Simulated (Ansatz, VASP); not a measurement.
**One calculation of Mg5O, two programs**

INCAR

```
PREC     = Accurate       # precision mode
ENCUT    = 600            # plane-wave cutoff, eV
EDIFF    = 1E-6           # SCF threshold, eV
ISMEAR   = 0              # smearing method
SIGMA    = 0.1            # smearing width, eV
LREAL    = F              # projectors in reciprocal space
LASPH    = T              # aspherical terms in the spheres
NELM     = 60             # most SCF steps
ALGO     = Normal         # electronic algorithm
ISIF     = 3              # what is computed and relaxed
LWAVE    = F              # write WAVECAR
LCHARG   = F              # write CHGCAR
GGA      = PE             # functional
IBRION   = 2              # ionic algorithm
NSW      = 90             # ionic steps
EDIFFG   = -0.04          # ionic threshold
```

KPOINTS

```
Automatic mesh
0
Gamma
  3 3 6
```

POSCAR

```
Mg5O
1.0
    7.0309743578      0.0000000000      0.0000000000
   -3.5154871789      6.0890024072      0.0000000000
    0.0000000000      0.0000000000      2.9580215111
Mg O
5 1
Direct
    0.0000000000      0.2374141463      0.0000000000
    0.7625858537      0.7625858537      0.0000000000
    0.2374141463      0.0000000000      0.0000000000
    0.6666666667      0.3333333333      0.5000000000
    0.3333333333      0.6666666667      0.5000000000
    0.0000000000      0.0000000000      0.5000000000
```

Input for Ansatz:

```yaml
crystal:
  lattice:
    - [7.0309743578, 0.0, 0.0]
    - [-3.5154871789, 6.0890024072, 0.0]
    - [0.0, 0.0, 2.9580215111]
  atoms:
    - { symbol: Mg, position: [0.0, 0.2374141463, 0.0] }
    - { symbol: Mg, position: [0.7625858537, 0.7625858537, 0.0] }
    - { symbol: Mg, position: [0.2374141463, 0.0, 0.0] }
    - { symbol: Mg, position: [0.6666666667, 0.3333333333, 0.5] }
    - { symbol: Mg, position: [0.3333333333, 0.6666666667, 0.5] }
    - { symbol: O, position: [0.0, 0.0, 0.5] }
basis:
  ecutwfc: 420
kpoints:
  mp_grid: { grid: [3, 3, 6] }
hamiltonian:
  xc: pbe
scf:
  occupations: { method: gaussian, width: 0.1 }
  lower_state_search: "off"
output:
  forces: true
  stress: true
  eigenvalues: true
relax:
  adjacent_minimum: "off"
  f_tol: 0.04
  max_steps: 70
  cell: { stress_tol: 0.4 }
```

Change from the starting cell: species swapped into the MgCd5 type (P-62m, No. 189).

Alike in both runs: task relaxation of cell and atoms; functional PBE; k mesh 3 × 3 × 6; occupations gaussian, width 0.1 eV; no spin polarisation.

```csv
,VASP,Ansatz
version,VASP 6.6.1,Ansatz 0.2.0
potentials or method,"VASP PAW PBE potentials, release 64 (Mg, O), cutoff 600 eV","scalar-relativistic, plane waves, PAW"
valence electrons in the cell,16,56
```

Ansatz gave:

* gap on the k mesh at the Fermi level, each at its own relaxed structure (eV): none
* relaxed volume (Å³/atom): 21.15
* relaxed length of the cell vector where the two differ most in proportion (Å): 7.055

Problem. Estimate VASP's values.

Solution. gap on the k mesh at the Fermi level, each at its own relaxed structure (eV): none; relaxed volume (Å³/atom): 21.00; relaxed length of the cell vector where the two differ most in proportion (Å): 7.034.

A gap of «none» marks a metal or a gap that the smearing closes. VASP's potentials hold 16 valence electrons a cell and Ansatz's 56, so a difference there can come from the potentials and not from the codes.
